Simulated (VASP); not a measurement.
K:

```xyz
1
Lattice="-2.6125 2.6125 2.6125 2.6125 -2.6125 2.6125 2.6125 2.6125 -2.6125" Properties=species:S:1:pos:R:3 pbc="T T T"
K     0.0000    0.0000    0.0000
```

- Program: VASP 6.6.1
- Task: relaxation of volume and atoms at fixed shape
- Functional: LDA
- Potentials or basis: VASP PAW LDA potentials, release 64 (K_sv)
- Cutoff: 600 eV
- k mesh: 11 × 11 × 11
- Occupations: fermi-dirac, width 0.1 eV
- Spin: no spin polarisation

At the start: pressure -0.4 GPa; volume 71.32 Å³/atom.

Q: Where does the relaxation end?

A: Over 3 steps the energy falls by 9.4 meV/atom and the volume is 64.43 Å³/atom (-9.7 %); space group Im-3m (No. 229, to 0.05 Å).

The path:
```csv
step,energy change (eV),largest force (eV/Å),pressure (GPa),volume (Å³)
1,0.0000,0.0000,-0.39,71.32
2,-0.0038,0.0000,-0.31,69.56
3,-0.0094,0.0000,-0.02,64.43
```

Final structure:
```yaml
crystal:
  lattice:
    - [-2.52554, 2.52554, 2.52554]
    - [2.52554, -2.52554, 2.52554]
    - [2.52554, 2.52554, -2.52554]
  atoms:
    - { symbol: K, position: [0.00000, 0.00000, 0.00000] }
```
